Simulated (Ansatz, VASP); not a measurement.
**One calculation of SiC, two programs**

Contents of INCAR:

```
ALGO     = Normal         # electronic algorithm
EDIFF    = 1E-7           # SCF threshold, eV
ENCUT    = 520            # plane-wave cutoff, eV
GGA      = PE             # functional
ISIF     = 2              # what is computed and relaxed
ISMEAR   = 0              # smearing method
LASPH    = T              # aspherical terms in the spheres
LCHARG   = F              # write CHGCAR
LREAL    = F              # projectors in reciprocal space
LWAVE    = F              # write WAVECAR
NBANDS   = 11             # bands
NELM     = 60             # most SCF steps
PREC     = Accurate       # precision mode
SIGMA    = 0.05           # smearing width, eV
```

KPOINTS

```
k-points
0
Gamma
  10 10 10
```

Contents of POSCAR:

```
SiC
1.0
    0.0000000000      2.1898640950      2.1898640950
    2.1898640950      0.0000000000      2.1898640950
    2.1898640950      2.1898640950      0.0000000000
Si C
1 1
Direct
    0.0000000000      0.0000000000      0.0000000000
    0.7157512993      0.7157512993      0.7842487007
```

Input for Ansatz:

```yaml
crystal:
  lattice:
    - [0.0, 2.189864095, 2.189864095]
    - [2.189864095, 0.0, 2.189864095]
    - [2.189864095, 2.189864095, 0.0]
  atoms:
    - { symbol: Si, position: [0.0, 0.0, 0.0] }
    - { symbol: C, position: [0.7157512993, 0.7157512993, 0.7842487007] }
basis:
  ecutwfc: 420
kpoints:
  mp_grid: { grid: [10, 10, 10] }
hamiltonian:
  xc: pbe
scf:
  occupations: { method: gaussian, width: 0.05 }
output:
  forces: true
  stress: true
  eigenvalues: true
```

Alike in both runs: task single point; functional PBE; k mesh 10 × 10 × 10; occupations gaussian, width 0.05 eV; no spin polarisation.

|  | VASP | Ansatz |
| --- | --- | --- |
| version | VASP 6.6.1 | Ansatz 0.2.0 |
| potentials or method | VASP PAW PBE potentials, release 64 (Si, C), cutoff 520 eV | scalar-relativistic, plane waves, PAW |
| valence electrons in the cell | 8 | 8 |

|  | VASP | Ansatz | Ansatz less VASP |
| --- | --- | --- | --- |
| gap on the k mesh at the Fermi level (eV) | 0.68 | 0.69 | +0.003 |
| least direct gap on the mesh (eV) | 4.17 | 4.17 | +0.002 |
| pressure (GPa) | 2.4 | 2.5 | +0.07 |
| traceless stress, the component that is largest in VASP (GPa) | -8.85 | -8.86 | -0.012 |
| rms of the force components (eV/Å) | 1.563 | 1.563 | +0.0002 |

Atom by atom the forces differ by 0.000 eV/Å (rms over components).
